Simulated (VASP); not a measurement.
# Si (Fd-3m) in VASP: elastic constants with PBE

Aim: the elastic constants of Si with PBE.

All numbers are computed with VASP 6.6.1; they aren't measurements. Logs are shortened: lines on timing, memory, paths and dates and some standing lists are left out, and cuts for length are marked.

### 1 The cell of the first run

The structure is cubic, space group Fd-3m (No. 227). Conventional cell: a = 5.470 Å, b = 5.470 Å, c = 5.470 Å, α = 90.00°, β = 90.00°, γ = 90.00°. Si (site symmetry -43m) has 4 Si at 2.37 Å within 3.1 Å.

### 2 Elastic constants, PBE

File INCAR:

```
PREC = Accurate
ENCUT = 600
EDIFF = 1E-8
ISMEAR = 0
SIGMA = 0.01
LREAL = F
LASPH = T
NELM = 100
ALGO = Normal
ISIF = 3
LWAVE = F
LCHARG = F
GGA = PE
NBANDS = 11
IBRION = 6
NFREE = 2
POTIM = 0.015
NSW = 1
```

File KPOINTS:

```
Automatic mesh
0
Gamma
  12 12 12
```

File POSCAR:

```
Si
1.0
    0.0000000000      2.7350148138      2.7350148138
    2.7350148138      0.0000000000      2.7350148138
    2.7350148138      2.7350148138      0.0000000000
Si
2
Direct
    0.0000000000      0.0000000000      0.0000000000
    0.2500000000      0.2500000000      0.2500000000
```

Potentials or basis: VASP PAW PBE potentials, release 64 (Si).

Command:

```sh
$ cat potpaw_PBE.64/Si/POTCAR > POTCAR
$ mpirun -np 1 vasp_std > vasp.out
```

OUTCAR:

```text
PREC = Accurate
   ENCUT = 600
   EDIFF = 1E-8
   ISMEAR = 0
   LREAL = F
   LASPH = T
   NELM = 100
   ISIF = 3
   GGA = PE
   IBRION = 6
   NFREE = 2
   POTIM = 0.015
   NSW = 1

 ion  position               nearest neighbor table
   1  0.000  0.000  0.000-   2 2.37   2 2.37   2 2.37   2 2.37
   2  0.250  0.250  0.250-   1 2.37   1 2.37   1 2.37   1 2.37

  LATTYP: Found a face centered cubic cell.
 ALAT       =     5.4700296276

  Lattice vectors:

 A1 = (   0.0000000000,   2.7350148138,   2.7350148138)
 A2 = (   2.7350148138,   0.0000000000,   2.7350148138)
 A3 = (   2.7350148138,   2.7350148138,   0.0000000000)

Analysis of symmetry for initial positions (statically):
=====================================================================
 Subroutine PRICEL returns:
 Original cell was already a primitive cell.

 Routine SETGRP: Setting up the symmetry group for a
 face centered cubic supercell.

 Subroutine GETGRP returns: Found 48 space group operations
 (whereof 24 operations were pure point group operations)
 out of a pool of 48 trial point group operations.

The static configuration has the point symmetry T_d .
 The point group associated with its full space group is O_h .

Analysis of symmetry for dynamics (positions and initial velocities):
=====================================================================
 Subroutine PRICEL returns:
 Original cell was already a primitive cell.

 Routine SETGRP: Setting up the symmetry group for a
 face centered cubic supercell.

 Subroutine GETGRP returns: Found 48 space group operations
 (whereof 24 operations were pure point group operations)
 out of a pool of 48 trial point group operations.

The dynamic configuration has the point symmetry T_d .
 The point group associated with its full space group is O_h .

 Subroutine INISYM returns: Found 48 space group operations
 (whereof 24 operations are pure point group operations),
 and found     1 'primitive' translations

----------------------------------------------------------------------------------------

                                     Primitive cell

  volume of cell :      40.9175

  direct lattice vectors                    reciprocal lattice vectors
     0.000000000  2.735014814  2.735014814    -0.182814366  0.182814366  0.182814366
     2.735014814  0.000000000  2.735014814     0.182814366 -0.182814366  0.182814366
     2.735014814  2.735014814  0.000000000     0.182814366  0.182814366 -0.182814366

  length of vectors
     3.867895043  3.867895043  3.867895043     0.316643771  0.316643771  0.316643771

  position of ions in fractional coordinates (direct lattice)
     0.000000000  0.000000000  0.000000000
     0.250000000  0.250000000  0.250000000

  ion indices of the primitive-cell ions
   primitive index   ion index
                 1           1
                 2           2

----------------------------------------------------------------------------------------

 KPOINTS: Automatic mesh

Automatic generation of k-mesh.
 Grid dimensions read from file:
 generate k-points for:   12   12   12

 Generating k-lattice:

  Cartesian coordinates                     Fractional coordinates (reciprocal lattice)
    -0.015234531  0.015234531  0.015234531     0.083333333  0.000000000  0.000000000
     0.015234531 -0.015234531  0.015234531     0.000000000  0.083333333  0.000000000
     0.015234531  0.015234531 -0.015234531     0.000000000  0.000000000  0.083333333

  Length of vectors
     0.026386981  0.026386981  0.026386981

  Shift w.r.t. Gamma in fractional coordinates (k-lattice)
     0.000000000  0.000000000  0.000000000

 Subroutine IBZKPT returns following result:
 ===========================================

 Found     72 irreducible k-points:

 Following reciprocal coordinates:
            Coordinates               Weight
  0.000000  0.000000  0.000000      1.000000
  0.083333  0.000000  0.000000      8.000000
  0.166667  0.000000  0.000000      8.000000
  0.250000  0.000000  0.000000      8.000000
  0.333333  0.000000  0.000000      8.000000
  0.416667  0.000000  0.000000      8.000000
[... 16 lines left out ...]
  0.500000  0.166667  0.000000     24.000000
 -0.416667  0.166667  0.000000     24.000000
 [... further k-points ...]
[... 40 lines left out ...]
  Fermi-wavevector in a.u.,A,eV,Ry     =   0.950171  1.795563 12.283681  0.902825
  Thomas-Fermi vector in A             =   2.078523
   LORBIT       =      0    0 simple, 1 ext, 2 COOP (PROOUT), +10 PAW based schemes
   GGA     = PE    functional components
   LHFCALC =     F    Hartree Fock is set to
   AEXX    =    0.0000 exact exchange contribution
   IVDW    =     0    specifies the selected vdW correction
   LEPSILON=     F    determine dielectric tensor
   LRPA    =     F    only Hartree local field effects (RPA)
 finite differences with symmetry
 non-spin polarized calculation
 Gauss-broadening in eV      SIGMA  =   0.01
  energy-cutoff  :      600.00
  volume of cell :       40.92
 maximum number of plane-waves:      1387
   NGX = 15   NGY = 15   NGZ = 15

--------------------------------------- Ionic step        1  -------------------------------------------

 number of electron       8.0000000 magnetization

 Free energy of the ion-electron system (eV)
  ---------------------------------------------------
  ext. energy  EPLUGINS =         0.00000000
  ---------------------------------------------------
  free energy    TOTEN  =       -10.84990692 eV

  energy without entropy =      -10.84990692  energy(sigma->0) =      -10.84990692

------------------------ aborting loop because EDIFF is reached ----------------------------------------

  FORCE on cell =-STRESS in cart. coord.  units (eV):
  Direction    XX          YY          ZZ          XY          YZ          ZX
  --------------------------------------------------------------------------------------
  -------------------------------------------------------------------------------------
  Total       -0.0159313     -0.0159313     -0.0159313      0.0000000     -0.0000000     -0.0000000
  in kB       -0.6238096     -0.6238096     -0.6238096      0.0000000     -0.0000000     -0.0000000
  external PRESSURE =      -0.6238096 kB  Pullay stress =       0.0000000 kB
[... 89 lines left out ...]
  FREE ENERGIE OF THE ION-ELECTRON SYSTEM (eV)
  ---------------------------------------------------
  free  energy   TOTEN  =       -10.8457277813 eV

  energy  without entropy=      -10.8457277813  energy(sigma->0) =      -10.84572778

[... ionic steps 4 to 12 ...]

--------------------------------------- Ionic step       13  -------------------------------------------

 number of electron       8.0000000 magnetization

------------------------ aborting loop because EDIFF is reached ----------------------------------------
[... 67 lines left out ...]
--------------------------------------- Ionic step       15  -------------------------------------------

 number of electron       8.0000000 magnetization

 Free energy of the ion-electron system (eV)
  ---------------------------------------------------
  ext. energy  EPLUGINS =         0.00000000
  ---------------------------------------------------
  free energy    TOTEN  =       -10.84844261 eV

  energy without entropy =      -10.84844261  energy(sigma->0) =      -10.84844261

 E-fermi :   5.7992     XC(G=0):  -9.3245

 val. band max:        5.6805274020   @ k =   0.0000   0.0000   0.0000
 cond. band min:       6.2180011649   @ k =   0.0000   0.4167   0.4167
 fundamental gap:      0.5374737628
 Fermi energy:         5.7991781814

 k-point     1 :       0.0000    0.0000    0.0000
  band No.  band energies     occupation
      1      -6.2012      2.00000
      2       5.5371      2.00000
      3       5.6093      2.00000
      4       5.6805      2.00000
      5       8.1227      0.00000
      6       8.1646      0.00000
      7       8.2081      0.00000
      8       8.7343      0.00000
      9      13.3174      0.00000
     10      13.3188      0.00000
     11      13.4832      0.00000
[... 309 lines left out ...]
 k-point    24 :      -0.4167    0.1667    0.0000
  band No.  band energies     occupation
      1      -3.6691      2.00000
      2      -1.0324      2.00000
      3       2.6469      2.00000
      4       4.0546      2.00000
      5       7.7827      0.00000
      6       9.6160      0.00000
      7       9.9627      0.00000
      8      13.5042      0.00000
      9      14.0882      0.00000
     10      14.3678      0.00000
     11      16.6578      0.00000

 [... further k-points ...]

------------------------ aborting loop because EDIFF is reached ----------------------------------------

  FORCE on cell =-STRESS in cart. coord.  units (eV):
  Direction    XX          YY          ZZ          XY          YZ          ZX
  --------------------------------------------------------------------------------------
  -------------------------------------------------------------------------------------
  Total       -0.0163320     -0.0128616     -0.0128616      0.0000000     -0.1351490      0.0000000
  in kB       -0.6395024     -0.5036143     -0.5036143      0.0000000     -5.2919350      0.0000000
  external PRESSURE =      -0.5489103 kB  Pullay stress =       0.0000000 kB
[... 17 lines left out ...]
  FREE ENERGIE OF THE ION-ELECTRON SYSTEM (eV)
  ---------------------------------------------------
  free  energy   TOTEN  =       -10.8484426130 eV

  energy  without entropy=      -10.8484426130  energy(sigma->0) =      -10.84844261

 INTERNAL STRAIN TENSORS FROM STRAINED CELLS
 ============================================

 INTERNAL STRAIN TENSOR FOR ION    1 for displacements in x,y,z  (eV/Angst):
          X           Y           Z          XY          YZ          ZX
  --------------------------------------------------------------------------------
  x    -0.00000     0.00000    -0.00000     0.00000     9.01015     0.00000
  y     0.00000    -0.00000    -0.00000    -0.00000     0.00000     9.01016
  z     0.00000     0.00000    -0.00000     9.01010     0.00000     0.00000

 INTERNAL STRAIN TENSORS FROM DISPLACED ATOMS
 ============================================

 INTERNAL STRAIN TENSOR FOR ION    1 for displacements in x,y,z  (eV/Angst):
          X           Y           Z          XY          YZ          ZX
  --------------------------------------------------------------------------------
  x     0.00000     0.00000     0.00000     0.00000     9.01067     0.00000
  y     0.00000     0.00000     0.00000     0.00000     0.00000     9.01067
  z     0.00000     0.00000     0.00000     9.01067     0.00000     0.00000

 INTERNAL STRAIN TENSOR FOR ION    2 for displacements in x,y,z  (eV/Angst):
          X           Y           Z          XY          YZ          ZX
  --------------------------------------------------------------------------------
  x     0.00000    -0.00000    -0.00000     0.00000    -9.01067     0.00000
  y    -0.00000     0.00000    -0.00000     0.00000     0.00000    -9.01067
  z    -0.00000    -0.00000     0.00000    -9.01067     0.00000     0.00000

 Eigenvectors and eigenvalues of the dynamical matrix
 ----------------------------------------------------

   1 f  =   15.051070 THz    94.568663 2PiTHz  502.049659 cm-1    62.246196 meV
             X         Y         Z           dx          dy          dz
      0.000000  0.000000  0.000000     0.000000   -0.707107    0.000000
      1.367507  1.367507  1.367507     0.000000    0.707107    0.000000
[... 21 lines left out ...]
   6 f  =    0.000000 THz     0.000000 2PiTHz    0.000000 cm-1     0.000000 meV
             X         Y         Z           dx          dy          dz
      0.000000  0.000000  0.000000     0.000000    0.000000    0.707107
      1.367507  1.367507  1.367507     0.000000    0.000000    0.707107

--------------------------------------------------------------------------------------------------------

 ELASTIC MODULI CONTR FROM IONIC RELAXATION (kBar)
 Direction    XX          YY          ZZ          XY          YZ          ZX
 --------------------------------------------------------------------------------
 XX          -0.0000     -0.0000     -0.0000     -0.0000      0.0000     -0.0000
 YY          -0.0000     -0.0000     -0.0000     -0.0000     -0.0000      0.0000
 ZZ          -0.0000     -0.0000     -0.0000      0.0000     -0.0000     -0.0000
 XY          -0.0000     -0.0000      0.0000   -244.2519      0.0000      0.0000
 YZ           0.0000     -0.0000     -0.0000      0.0000   -244.2519      0.0000
 ZX          -0.0000      0.0000     -0.0000      0.0000      0.0000   -244.2519
 --------------------------------------------------------------------------------

 TOTAL ELASTIC MODULI (kBar)
 Direction    XX          YY          ZZ          XY          YZ          ZX
 --------------------------------------------------------------------------------
 XX        1529.5126    566.0249    566.0249     -0.0000      0.0000      0.0000
 YY         566.0249   1529.5126    566.0249     -0.0000     -0.0000     -0.0000
 ZZ         566.0249    566.0249   1529.5126      0.0000     -0.0000     -0.0000
 XY          -0.0000     -0.0000      0.0000    746.9154      0.0000      0.0000
 YZ           0.0000     -0.0000     -0.0000      0.0000    746.9154      0.0000
 ZX           0.0000     -0.0000     -0.0000      0.0000      0.0000    746.9154
 --------------------------------------------------------------------------------
```

Run time: 7.6 min. Hardware: 1 thread of Intel Xeon 6975P-C (Granite Rapids), shared host; peak memory 0.47 GiB.

Results:

```
Elastic constants C11, C12, C44 : 153, 57, 75 GPa
Voigt bulk modulus              : 89 GPa
Highest phonon frequency at Γ   : 502 cm⁻¹
```

Phonon frequencies in cm⁻¹ (negative: imaginary):
| q point | frequencies |
| --- | --- |
| (0.000, 0.000, 0.000) | 0 0 0 502 502 502 |

Elastic tensor in Voigt notation (GPa, in the Cartesian axes of the cell as first typed):
```
153  57  57   0   0   0
 57 153  57   0   0   0
 57  57 153   0   0   0
  0   0   0  75   0   0
  0   0   0   0  75   0
  0   0   0   0   0  75
```

Clamped-ion elastic tensor (GPa):
```
153  57  57   0   0   0
 57 153  57   0   0   0
 57  57 153   0   0   0
  0   0   0  99   0   0
  0   0   0   0  99   0
  0   0   0   0   0  99
```
